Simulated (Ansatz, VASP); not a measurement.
# P in VASP and in Ansatz

```
P
1.0
     2.44454    0.00000    0.00000
     0.00000    2.44454    0.00000
     0.00000    0.00000    2.44432
P
1
Cartesian
  0.0000 0.0000 0.0000
```

Alike in both runs: functional PBE; k mesh 22 × 22 × 22; occupations gaussian, width 0.1 eV; no spin polarisation.

Ansatz relaxed the structure, and its values are those at the end. VASP's run is a single point on that final structure, the one shown.

```csv
,VASP,Ansatz
version,VASP 6.6.1,Ansatz 0.2.0
potentials or method,"VASP PAW PBE potentials, release 64 (P), cutoff 520 eV","scalar-relativistic, plane waves, PAW"
valence electrons in the cell,5,5
```

```csv
,VASP,Ansatz,Ansatz less VASP
gap on the k mesh at the Fermi level (eV),none,none,-
pressure (GPa),-0.3,0.0,+0.28
```

A gap of «none» marks a metal or a gap that the smearing closes. The functional is the same, so the differences come from potentials, cutoffs and numerics.
